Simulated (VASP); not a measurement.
# Re (Fmmm) in VASP: a series of runs

Re is run at these levels: PBEsol; tasks: single point.

Program: VASP 6.6.1. These are calculated values, not measurements. Logs are shortened: lines on timing, memory, paths and dates and some standing lists are left out, and cuts for length are marked.

### Step 1. The cell of the first run

The structure is orthorhombic, space group Fmmm (No. 69). The conventional cell has a = 2.925 Å, b = 4.431 Å, c = 9.616 Å, α = 90.00°, β = 90.00°, γ = 90.00°. Within 3.4 Å of Re (site symmetry mm2) lie 11 Re at 2.58 to 3.07 Å.

### Step 2. Single point, PBEsol

Input file INCAR:

```
SYSTEM = Re
PREC     = Accurate       ! precision mode
ENCUT    = 520            ! plane-wave cutoff, eV
EDIFF    = 1E-6           ! SCF threshold, eV
ISMEAR   = 0              ! smearing method
SIGMA    = 0.1            ! smearing width, eV
LREAL    = .False.        ! projectors in reciprocal space
LASPH    = .True.         ! aspherical terms in the spheres
NELM     = 60             ! most SCF steps
ALGO     = Normal         ! electronic algorithm
ISIF     = 2              ! what is computed and relaxed
LWAVE    = .False.        ! write WAVECAR
LCHARG   = .True.         ! write CHGCAR
GGA      = PS             ! functional
LELF     = .True.         ! ELF
LVHAR    = .True.       
NBANDS   = 22             ! bands
```

Input file KPOINTS:

```
Automatic mesh
0
Gamma
  6 6 4
  0 0 0
```

Input file POSCAR:

```
Re
1.0
    1.4626374102     -4.8080217450      0.0000000000
    1.4626374102      4.8080217450      0.0000000000
    0.0000000000      0.0000000000      4.4306878685
Re
4
Direct
    0.1397562001      0.8602437999      1.0000015216
    0.6397562001      0.3602437999      0.4999984784
    0.8602437999      0.1397562001     -0.0000015216
    0.3602437999      0.6397562001      0.5000015216
```

Potentials or basis: VASP PAW PBE potentials, release 64 (Re).

Started as:

```console
$ cat potpaw_PBE.64/Re/POTCAR > POTCAR
$ mpirun -np 1 vasp_std > vasp.out
```

OUTCAR:

```text
SYSTEM = Re
   PREC = Accurate
   ENCUT = 520
   EDIFF = 1E-6
   ISMEAR = 0
   LREAL = .False.
   LASPH = .True.
   NELM = 60
   ISIF = 2
   GGA = PS

 ion  position               nearest neighbor table
   1  0.140  0.860  0.000-   3 2.58   3 2.58   2 2.65   2 2.65   2 2.65   2 2.65   3 2.69   4 3.07
                             4 3.07
   2  0.640  0.360  0.500-   4 2.58   4 2.58   1 2.65   1 2.65   1 2.65   1 2.65   4 2.69   3 3.07
                             3 3.07
   3  0.860  0.140  1.000-   1 2.58   1 2.58   4 2.65   4 2.65   4 2.65   4 2.65   1 2.69   2 3.07
                             2 3.07
   4  0.360  0.640  0.500-   2 2.58   2 2.58   3 2.65   3 2.65   3 2.65   3 2.65   2 2.69   1 3.07
                             1 3.07

  LATTYP: Found a base centered orthorhombic cell.
 ALAT       =     2.9252748204
 B/A-ratio  =     3.2872273822
 C/A-ratio  =     1.5146227758

  Lattice vectors:

 A1 = (   1.4626374102,  -4.8080217450,   0.0000000000)
 A2 = (   1.4626374102,   4.8080217450,   0.0000000000)
 A3 = (   0.0000000000,   0.0000000000,   4.4306878685)

Analysis of symmetry for initial positions (statically):
=====================================================================
 Subroutine PRICEL returns following result:

  LATTYP: Found a face centered orthorhombic cell.
 ALAT       =     2.9252748205
 B/A-ratio  =     1.5146227758
 C/A-ratio  =     3.2872273820

  Lattice vectors:

 A1 = (   0.0000000000,  -4.8080217450,   2.2153304508)
 A2 = (   1.4626374102,  -4.8080217450,  -0.0000269669)
 A3 = (   1.4626374102,   0.0000000000,   2.2153304508)

   2 primitive cells build up your supercell.

 Routine SETGRP: Setting up the symmetry group for a
 base centered orthorhombic supercell.

 Subroutine GETGRP returns: Found  8 space group operations
 (whereof  8 operations were pure point group operations)
 out of a pool of  8 trial point group operations.

The static configuration has the point symmetry D_2h.

Analysis of symmetry for dynamics (positions and initial velocities):
=====================================================================
 Subroutine PRICEL returns following result:

  LATTYP: Found a face centered orthorhombic cell.
 ALAT       =     2.9252748205
 B/A-ratio  =     1.5146227758
 C/A-ratio  =     3.2872273820

  Lattice vectors:

 A1 = (   0.0000000000,  -4.8080217450,   2.2153304508)
 A2 = (   1.4626374102,  -4.8080217450,  -0.0000269669)
 A3 = (   1.4626374102,   0.0000000000,   2.2153304508)

   2 primitive cells build up your supercell.

 Routine SETGRP: Setting up the symmetry group for a
 base centered orthorhombic supercell.

 Subroutine GETGRP returns: Found  8 space group operations
 (whereof  8 operations were pure point group operations)
 out of a pool of  8 trial point group operations.

The dynamic configuration has the point symmetry D_2h.

 Subroutine INISYM returns: Found  8 space group operations
 (whereof  8 operations are pure point group operations),
 and found     2 'primitive' translations

----------------------------------------------------------------------------------------

                                     Primitive cell

  volume of cell :      31.1583

  direct lattice vectors                    reciprocal lattice vectors
     0.000000000 -4.808021745  2.215330451    -0.341846143 -0.103993507  0.225698589
     1.462637410 -4.808021745 -0.000026967     0.341846143 -0.103992241 -0.225698589
     1.462637410  0.000000000  2.215330451     0.341850304  0.103992241  0.225698589

  length of vectors
     5.293841904  5.025572733  2.654618089     0.422626653  0.422626342  0.422629707

  position of ions in fractional coordinates (direct lattice)
     0.139758572  0.139753828  0.860246172
     0.860247514  0.860240086  0.139759914

  ion indices of the primitive-cell ions
   primitive index   ion index
                 1           1
                 2           3

----------------------------------------------------------------------------------------

 KPOINTS: Automatic mesh

Automatic generation of k-mesh.
 Grid dimensions read from file:
 generate k-points for:    6    6    4

 Generating k-lattice:

  Cartesian coordinates                     Fractional coordinates (reciprocal lattice)
     0.056974704 -0.017332146  0.000000000     0.166666667  0.000000000  0.000000000
     0.056974704  0.017332146  0.000000000     0.000000000  0.166666667  0.000000000
     0.000000000  0.000000000  0.056424647     0.000000000  0.000000000  0.250000000

  Length of vectors
     0.059552667  0.059552667  0.056424647

  Shift w.r.t. Gamma in fractional coordinates (k-lattice)
     0.000000000  0.000000000  0.000000000

 Subroutine IBZKPT returns following result:
 ===========================================

 Found     39 irreducible k-points:

 Following reciprocal coordinates:
            Coordinates               Weight
  0.000000  0.000000  0.000000      1.000000
  0.166667  0.000000  0.000000      4.000000
  0.333333  0.000000  0.000000      4.000000
  0.500000  0.000000  0.000000      2.000000
  0.166667  0.166667  0.000000      2.000000
  0.333333  0.166667  0.000000      4.000000
[... 16 lines left out ...]
  0.333333  0.333333  0.250000      4.000000
  0.500000  0.333333  0.250000      8.000000
 [... further k-points ...]
   k-points           NKPTS =     39   k-points in BZ     NKDIM =     39   number of bands    NBANDS=     22
   number of dos      NEDOS =    301   number of ions     NIONS =      4
   total plane-waves  NPLWV =  57600
   dimension x,y,z NGX =    40 NGY =   40 NGZ =   36
   dimension x,y,z NGXF=    80 NGYF=   80 NGZF=   72
   ions per type =               4
   NGX,Y,Z   is equivalent  to a cutoff of  13.23, 13.23, 13.51 a.u.
   NGXF,Y,Z  is equivalent  to a cutoff of  26.46, 26.46, 27.02 a.u.
 SYSTEM =  Re
   PREC   = accura    normal or accurate (medium, high low for compatibility)
   ISTART =      0    job   : 0-new  1-cont  2-samecut
   ICHARG =      2    charge: 1-file 2-atom 10-const
   ISPIN  =      1    spin polarized calculation?
   LNONCOLLINEAR =      F non collinear calculations
   LSORBIT =      F    spin-orbit coupling
   LASPH  =      T    aspherical Exc in radial PAW
   ENCUT  =  520.0 eV  38.22 Ry    6.18 a.u.   9.34  9.34  8.24*2*pi/ulx,y,z
   NELM   =     60;   NELMIN=  2; NELMDL= -5     # of ELM steps
   EDIFF  = 0.1E-05   stopping-criterion for ELM
   LREAL  =      F    real-space projection
   EDIFFG = 0.1E-04   stopping-criterion for IOM
   NSW    =      0    number of steps for IOM
   IBRION =     -1    ionic relax: 0-MD 1-quasi-New 2-CG
   NFREE  =      0    steps in history (QN), initial steepest desc. (CG)
   ISIF   =      2    stress and relaxation
   ISYM   =      2    0-nonsym 1-usesym 2-fastsym
   POTIM  = 0.5000    time-step for ionic-motion
   TEBEG  =    0.0;   TEEND  =   0.0 temperature during run
   PSTRESS=    0.0 pullay stress
   NELECT =      28.0000    total number of electrons
   NUPDOWN=      -1.0000    fix difference up-down
   EMIN   =  10.00;   EMAX   =-10.00  energy-range for DOS
   EFERMI =   0.00;   METHOD = LEGACY
   ISMEAR =     0;   SIGMA  =   0.10  broadening in eV -4-tet -1-fermi 0-gaus
   EFERMI_NEDOS =   21; number of points for ismear=-14 and -15
   IALGO  =     38    algorithm
   IMIX   =      4    mixing-type and parameters
     AMIX     =   0.40;   BMIX     =  1.00
     AMIX_MAG =   1.60;   BMIX_MAG =  1.00
  volume/ion in A,a.u.               =      15.58       105.13
  Fermi-wavevector in a.u.,A,eV,Ry     =   1.253890  2.369508 21.391624  1.572240
  Thomas-Fermi vector in A             =   2.387721
   LORBIT       =      0    0 simple, 1 ext, 2 COOP (PROOUT), +10 PAW based schemes
   GGA     = PS    functional components
   LHFCALC =     F    Hartree Fock is set to
   AEXX    =    0.0000 exact exchange contribution
   IVDW    =     0    specifies the selected vdW correction
   LEPSILON=     F    determine dielectric tensor
   LRPA    =     F    only Hartree local field effects (RPA)
 non-spin polarized calculation
 Gauss-broadening in eV      SIGMA  =   0.10
  energy-cutoff  :      520.00
  volume of cell :       62.32
 maximum number of plane-waves:      1708
 NGX is ok and might be reduce to    40
   NGX = 19   NGY = 19   NGZ = 17

 number of electron      28.0000003 magnetization

 Free energy of the ion-electron system (eV)
  ---------------------------------------------------
  ext. energy  EPLUGINS =         0.00000000
  ---------------------------------------------------
  free energy    TOTEN  =       -50.56530150 eV

  energy without entropy =      -50.55425677  energy(sigma->0) =      -50.55977913

 E-fermi :   7.7407     XC(G=0): -13.4209

 val. band max:        7.6713437454   @ k =   0.3333   0.3333   0.0000
 cond. band min:       7.7466163796   @ k =  -0.3333   0.3333   0.0000
 fundamental gap:      0.0752726343
 Fermi energy:         7.7407296455

 k-point     1 :       0.0000    0.0000    0.0000
  band No.  band energies     occupation
      1      -2.4713      2.00000
      2       0.7457      2.00000
      3       0.7915      2.00000
      4       0.8801      2.00000
      5       1.5868      2.00000
      6       3.6886      2.00000
[... 14 lines left out ...]
     21      11.8323      0.00000
     22      11.9093      0.00000

 k-point     2 :       0.1667    0.0000    0.0000
  band No.  band energies     occupation
      1      -1.6876      2.00000
      2       1.2826      2.00000
      3       1.5086      2.00000
      4       1.5844      2.00000
      5       2.2197      2.00000
      6       3.7523      2.00000
[... 14 lines left out ...]
     21      11.4573      0.00000
     22      11.8534      0.00000

 k-point     3 :       0.3333    0.0000    0.0000
  band No.  band energies     occupation
      1       0.2495      2.00000
      2       2.3277      2.00000
      3       2.6374      2.00000
      4       3.1215      2.00000
      5       3.1961      2.00000
      6       3.3164      2.00000
[... 14 lines left out ...]
     21      10.6571      0.00000
     22      13.4523      0.00000
[... 476 lines left out ...]
 k-point    23 :       0.3333    0.3333    0.2500
  band No.  band energies     occupation
      1       1.1804      2.00000
      2       1.2085      2.00000
      3       1.6682      2.00000
      4       2.3979      2.00000
      5       2.5377      2.00000
      6       3.3578      2.00000
[... 14 lines left out ...]
     21      11.4896      0.00000
     22      11.6577      0.00000

 k-point    24 :       0.5000    0.3333    0.2500
  band No.  band energies     occupation
      1       0.0386      2.00000
      2       1.1528      2.00000
      3       2.0627      2.00000
      4       2.1522      2.00000
      5       2.6325      2.00000
      6       2.7738      2.00000
[... 14 lines left out ...]
     21      11.1299      0.00000
     22      11.5902      0.00000

 [... further k-points ...]
[... 5 lines left out ...]
  --------------------------------------------------------------------------------------
  -------------------------------------------------------------------------------------
  Total       -0.0283200     -0.1839548      0.0551186      0.0000000      0.0000000      0.0000000
  in kB       -0.7281147     -4.7295254      1.4171132      0.0000000      0.0000000      0.0000000
  external PRESSURE =      -1.3468423 kB  Pullay stress =       0.0000000 kB

 VOLUME and BASIS-vectors are now :
 -----------------------------------------------------------------------------
  energy-cutoff  :      520.00
  volume of cell :       62.32
      direct lattice vectors                 reciprocal lattice vectors
     1.462637410 -4.808021745  0.000000000     0.341848223 -0.103992874  0.000000000
     1.462637410  4.808021745  0.000000000     0.341848223  0.103992874  0.000000000
     0.000000000  0.000000000  4.430687868     0.000000000  0.000000000  0.225698589

 POSITION                                       TOTAL-FORCE (eV/Angst)
 -----------------------------------------------------------------------------------
      1.46264      3.46412      0.00001         0.000000     -0.017151      0.000000
      1.46264     -1.34390      2.21534         0.000000     -0.017151      0.000000
      1.46264     -3.46412      4.43068         0.000000      0.017151      0.000000
      1.46264      1.34390      2.21535         0.000000      0.017151      0.000000
 -----------------------------------------------------------------------------------
    total drift:                               -0.000000     -0.000000     -0.000000

  FREE ENERGIE OF THE ION-ELECTRON SYSTEM (eV)
  ---------------------------------------------------
  free  energy   TOTEN  =       -50.5653014959 eV

  energy  without entropy=      -50.5542567651  energy(sigma->0) =      -50.55977913
```

Wall time 54 s (1 thread of Intel Xeon Platinum 8488C (Sapphire Rapids), shared host); peak memory 0.24 GiB.

Results:

```
Free energy            : -50.5653 eV
Pressure               : -0.1 GPa
Largest force          : 0.017 eV/Å
Band gap on the k mesh : zero (band 14 reaches 8.26 eV, above the bottom of band 15 at 6.71 eV)
```

Forces in eV/Å, atoms in the order of the input:
```
Re   0.000 -0.017  0.000
Re   0.000 -0.017  0.000
Re   0.000  0.017  0.000
Re   0.000  0.017  0.000
```

Stress tensor (GPa, compression positive):
```
-0.07  0.00  0.00
 0.00 -0.47  0.00
 0.00  0.00  0.14
```

Caveat: the k points lie up to 0.37 Å⁻¹ apart; the PAW data sets were made with another functional, which shifts forces and pressure a little; spin-orbit coupling is left out, which moves the levels of the heavy elements.

### Step 3. Single point, PBEsol

Edit INCAR of step 2 so:

```diff
@@ -2,3 +2,3 @@
 PREC     = Accurate       ! precision mode
-ENCUT    = 520            ! plane-wave cutoff, eV
+ENCUT    = 500            ! plane-wave cutoff, eV
 EDIFF    = 1E-6           ! SCF threshold, eV
@@ -8,3 +8,3 @@
 LASPH    = .True.         ! aspherical terms in the spheres
-NELM     = 60             ! most SCF steps
+NELM     = 120            ! most SCF steps
 ALGO     = Normal         ! electronic algorithm
@@ -16,2 +16,3 @@
 LVHAR    = .True.       
-NBANDS   = 22             ! bands
+NBANDS   = 38             ! bands
+GGA_COMPAT= .False.
```

KPOINTS is that of step 2.

POSCAR is that of step 2.

Potentials or basis: VASP PAW PBE potentials, release 64 (Re_sv_GW).

Started as:

```console
$ cat potpaw_PBE.64/Re_sv_GW/POTCAR > POTCAR
$ mpirun -np 1 vasp_std > vasp.out
```

It took 53 s on 1 thread of Intel Xeon 6975P-C (Granite Rapids), shared host; peak memory 0.24 GiB.

The run converged. Its results:

```
Free energy            : -57.2299 eV
Pressure               : -2.4 GPa
Band gap on the k mesh : zero (band 30 reaches 13.13 eV, above the bottom of band 31 at 11.56 eV)
```

Stress tensor (GPa, compression positive):
```
-2.45  0.00  0.00
 0.00 -2.41  0.00
 0.00  0.00 -2.24
```

Levels at points of the mesh, in eV from the Fermi level:
| k point | band 26 | band 27 | band 28 | band 29 | band 30 | band 31 | band 32 | band 33 | band 34 | band 35 |
| --- | --- | --- | --- | --- | --- | --- | --- | --- | --- | --- |
| (0.00, 0.00, 0.00) | -2.16 | -0.64 | -0.51 | -0.29 | 0.14 | 0.30 | 0.35 | 0.44 | 0.85 | 2.17 |
| (0.50, 0.00, 0.00) | -3.34 | -1.77 | -1.77 | -1.48 | -1.48 | 0.24 | 0.24 | 1.25 | 1.25 | 2.77 |
| (0.50, 0.50, 0.00) | -2.35 | -1.93 | -1.48 | -1.45 | 0.02 | 0.20 | 0.99 | 1.16 | 2.07 | 2.99 |
| (0.00, 0.00, 0.50) | -2.36 | -1.85 | -1.85 | -1.41 | -1.41 | -0.43 | -0.43 | -0.14 | -0.14 | 1.42 |
| (0.50, 0.00, 0.50) | -1.35 | -0.94 | -0.94 | 0.24 | 0.24 | 1.64 | 1.64 | 2.94 | 2.94 | 3.02 |
| (0.50, 0.50, 0.50) | -2.64 | -1.73 | -1.73 | -1.18 | -1.18 | -1.04 | -1.04 | 0.39 | 0.39 | 1.40 |

Caveat: the k points lie up to 0.37 Å⁻¹ apart; the PAW data sets were made with another functional, which shifts forces and pressure a little; spin-orbit coupling is left out, which moves the levels of the heavy elements.
